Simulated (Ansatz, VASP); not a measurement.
LiCl in VASP and in Ansatz

Contents of POSCAR:

```
LiCl
1.0
    0.0000000000      2.7330425368      2.7330425368
    2.7330425368      0.0000000000      2.7330425368
    2.7330425368      2.7330425368      0.0000000000
Li Cl
1 1
Direct
    0.0000000000      0.0000000000      0.0000000000
    0.2500000000      0.2500000000      0.2500000000
```

File INCAR.step1:

```
PREC = Accurate
ENCUT = 520
EDIFF = 1E-5
ISMEAR = 0
SIGMA = 0.01
LREAL = False
LASPH = True
NELM = 100
ALGO = Normal
ISIF = 2
LWAVE = True
LCHARG = False
NBANDS = 12
GGA = PE
```

File INCAR.step2:

```
PREC = Accurate
ENCUT = 520
EDIFF = 1E-6
ISMEAR = 0
SIGMA = 0.01
LREAL = False
LASPH = True
NELM = 100
ALGO = Normal
ISIF = 2
LWAVE = False
LCHARG = False
GGA = PE
LHFCALC = True
HFSCREEN = 0.2079
PRECFOCK = Normal
NBANDS = 12
ISTART = 1
```

Contents of KPOINTS:

```
regular mesh
0
Gamma
  6 6 6
```

Input for Ansatz:

```yaml
crystal:
  lattice:
    - [0.0, 2.7330425368, 2.7330425368]
    - [2.7330425368, 0.0, 2.7330425368]
    - [2.7330425368, 2.7330425368, 0.0]
  atoms:
    - { symbol: Li, position: [0.0, 0.0, 0.0] }
    - { symbol: Cl, position: [0.25, 0.25, 0.25] }
kpoints:
  mp_grid: { grid: [6, 6, 6] }
  band_path:
    path:
      - [0.0, 0.0, 0.0]
      - [-0.5, -0.5, 0.0]
      - [-0.375, -0.375, 0.25]
      - [-0.375, 0.0, 0.375]
      - [0.0, 0.0, 0.5]
      - [-0.5, -0.25, 0.25]
    npoints: 1
hamiltonian:
  xc: hse06
scf:
  occupations: { method: fixed }
  n_extra_bands: 4
output:
  forces: true
  stress: true
  eigenvalues: true
```

Alike in both runs: task single point; functional HSE06; k mesh 6 × 6 × 6; no spin polarisation.

|  | VASP | Ansatz |
| --- | --- | --- |
| version | VASP 6.6.1 | Ansatz 0.2.0 |
| potentials or method | VASP PAW PBE potentials, release 64 (Li_sv, Cl) | plane waves, PAW |
| plane-wave cutoff (eV) | 520 | 420 |
| occupations | gaussian, width 0.01 eV | fixed |
| valence electrons in the cell | 10 | 10 |

|  | VASP | Ansatz | Ansatz less VASP |
| --- | --- | --- | --- |
| gap on the k mesh at the Fermi level (eV) | 7.38 | 7.39 | +0.001 |

Ansatz's warnings: stress exchange threshold loose, stress scf threshold loose.

Noted on VASP's run: the cutoff is short for stress, so the pressure is rough.
